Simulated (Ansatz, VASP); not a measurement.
## Two plane-wave programs on Pb2Se

```xyz
6
Lattice="3.9037 0.0000 0.0000 -1.9519 3.3807 0.0000 0.0000 0.0000 13.3642" Properties=species:S:1:pos:R:3 pbc="T T T"
Pb    0.0000    2.2538    8.0099
Pb    1.9519    1.1269    1.3277
Pb    0.0000    2.2538   12.0365
Pb    1.9519    1.1269    5.3544
Se    0.0000    2.2538    3.3411
Se    1.9519    1.1269   10.0232
```

Alike in both runs: functional r2SCAN; k mesh 6 × 6 × 2; occupations gaussian, width 0.1 eV; no spin polarisation.

Ansatz relaxed the structure, and its values are those at the end. VASP's run is a single point on that final structure, the one shown.

```csv
,VASP,Ansatz
version,VASP 6.6.1,Ansatz 0.2.0
potentials or method,"VASP PAW PBE potentials, release 64 (Pb_d, Se), cutoff 520 eV","scalar-relativistic, plane waves, PAW"
valence electrons in the cell,68,88
```

VASP gave:

```
gap on the k mesh at the Fermi level (eV) : none
pressure (GPa)                            : 0.0
rms of the force components (eV/Å)        : 0.001
```

What did Ansatz give for the same quantities?

gap on the k mesh at the Fermi level (eV): none; pressure (GPa): 0.0; rms of the force components (eV/Å): 0.004.

VASP's potentials were made for PBE, not for r2SCAN. A gap of «none» marks a metal or a gap that the smearing closes. The functional is the same, so the differences come from potentials, cutoffs and numerics. VASP's potentials hold 68 valence electrons a cell and Ansatz's 88, so a difference there can come from the potentials and not from the codes.

Neither program's run includes spin-orbit coupling.
